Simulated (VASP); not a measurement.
Here is a VASP 6.6.1 calculation.

File POSCAR:

```
Fe
1.0
   -1.4570317096      1.4570317096      1.4570317096
    1.4570317096     -1.4570317096      1.4570317096
    1.4570317096      1.4570317096     -1.4570317096
Fe
1
Direct
    0.0000000000      0.0000000000      0.0000000000
```

Contents of INCAR.step1:

```
SYSTEM = Fe
ALGO = Normal ; EDIFF = 1E-5
ENCUT = 520 ; GGA = PE
ISIF = 2 ; ISMEAR = -1
ISPIN = 2 ; LASPH = .True.
LCHARG = .False. ; LMAXMIX = 4
LORBIT = 11 ; LREAL = .False.
LWAVE = .True. ; MAGMOM = 3
NBANDS = 14 ; NELM = 150
PREC = Accurate ; SIGMA = 0.05
```

INCAR.step2

```
SYSTEM = Fe
ALGO = Normal ; EDIFF = 1E-6
ENCUT = 520 ; GGA = PE
HFSCREEN = 0.2079 ; ISIF = 2
ISMEAR = -1 ; ISPIN = 2
ISTART = 1 ; LASPH = .True.
LCHARG = .False. ; LHFCALC = .True.
LMAXMIX = 4 ; LORBIT = 11
LREAL = .False. ; LWAVE = .False.
MAGMOM = 3 ; NBANDS = 14
NELM = 150 ; PREC = Accurate
PRECFOCK = Normal ; SIGMA = 0.05
```

The input KPOINTS:

```
k-points
0
Gamma
  7 7 7
  0 0 0
```

Potentials or basis: VASP PAW PBE potentials, release 64 (Fe).

Run with:

```sh
$ cat potpaw_PBE.64/Fe/POTCAR > POTCAR
$ cp INCAR.step1 INCAR
$ mpirun -np 1 vasp_std > vasp.out
$ cp INCAR.step2 INCAR
$ mpirun -np 1 vasp_std > vasp.out
```

(1) Estimate the site moments.

(2) What does it give for the pressure?

## Answers

(1) Fe +2.97 μB.

(2) 0.4 GPa.

Caveat: the k points lie up to 0.44 Å⁻¹ apart; the PAW data sets were made with another functional, which shifts forces and pressure a little.
